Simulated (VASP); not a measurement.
The system is F.

```
CELL_PARAMETERS angstrom
2.75000 -1.64000 0.00000
2.75000 1.64000 0.00000
-1.53472 0.00000 7.11639
ATOMIC_POSITIONS crystal
F 0.96800 0.60200 0.09970
F 0.39800 0.03200 0.40030
F 0.03200 0.39800 0.90030
F 0.60200 0.96800 0.59970
```

Program: VASP 6.6.1. Alike in all runs: task single point; level PBE; potentials or basis VASP PAW PBE potentials, release 64 (F); no spin polarisation; cell as given; cutoff (eV) 520.

Order these runs on this cell by their band gap on the k mesh, lowest first.
A. k mesh 2 × 2 × 1; smearing gaussian 0.02 eV
B. k mesh 6 × 6 × 2, shifted; smearing gaussian 0.02 eV
C. k mesh 10 × 10 × 4; smearing fermi-dirac 0.99 eV

A (1.92 eV), B (2.07 eV), C (2.32 eV).

Caveats: some runs use coarse meshes; forces of over 1 eV/Å act on the atoms, so gaps and moduli don't describe the material at rest; the cell stands under tension (at least some runs); a shifted mesh leaves out Γ, where band edges can lie (at least some runs); an odd mesh through Γ misses points on the zone boundary, where band edges can lie (at least some runs).
